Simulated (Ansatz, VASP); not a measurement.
## Two plane-wave programs on Zr2Si3

File INCAR:

```
SYSTEM = Zr2Si3
ALGO = Normal
EDIFF = 1E-6
ENCUT = 520
GGA = PE
ISIF = 2
ISMEAR = 0
LASPH = .True.
LCHARG = .False.
LREAL = .False.
LWAVE = .False.
NBANDS = 26
NELM = 100
PREC = Accurate
SIGMA = 0.1
```

Contents of KPOINTS:

```
k-points
0
Gamma
  6 6 4
  0 0 0
```

File POSCAR:

```
Zr2Si3
1.0
    4.1276553900      0.0000000000      0.0000000000
   -2.0638277000      3.5746544300      0.0000000000
    0.0000000000      0.0000000000      5.0686112500
Zr Si
2 3
Direct
    0.6666666700      0.3333333300      0.5000000000
    0.3333333300      0.6666666700      0.0000000000
    0.0000000000      0.0000000000      0.7454000100
    0.0000000000      0.0000000000      0.2545999900
    0.6666666700      0.3333333300      0.0000000000
```

Input for Ansatz:

```yaml
crystal:
  lattice:
    - [4.12765539, 0.0, 0.0]
    - [-2.0638277, 3.57465443, 0.0]
    - [0.0, 0.0, 5.06861125]
  atoms:
    - { symbol: Zr, position: [0.66666667, 0.33333333, 0.5] }
    - { symbol: Zr, position: [0.33333333, 0.66666667, 0.0] }
    - { symbol: Si, position: [0.0, 0.0, 0.74540001] }
    - { symbol: Si, position: [0.0, 0.0, 0.25459999] }
    - { symbol: Si, position: [0.66666667, 0.33333333, 0.0] }
basis:
  ecutwfc: 420
kpoints:
  mp_grid: { grid: [6, 6, 4] }
hamiltonian:
  xc: pbe
scf:
  occupations: { method: gaussian, width: 0.1 }
  lower_state_search: "off"
output:
  forces: true
  stress: true
  eigenvalues: true
```

Change from the starting cell: species swapped into the Fe3Ge2 type (P-6m2, No. 187).

Alike in both runs: task single point; functional PBE; k mesh 6 × 6 × 4; occupations gaussian, width 0.1 eV; no spin polarisation.

```csv
,VASP,Ansatz
version,VASP 6.6.1,Ansatz 0.2.0
potentials or method,"VASP PAW PBE potentials, release 64 (Zr_sv, Si), cutoff 520 eV","scalar-relativistic, plane waves, PAW"
valence electrons in the cell,36,36
```

```tsv
	VASP	Ansatz	Ansatz less VASP
gap on the k mesh at the Fermi level (eV)	none	none	-
rms of the force components (eV/Å)	0.044	0.044	-0.0006
```

Atom by atom the forces differ by 0.001 eV/Å (rms over components). A gap of «none» marks a metal or a gap that the smearing closes.
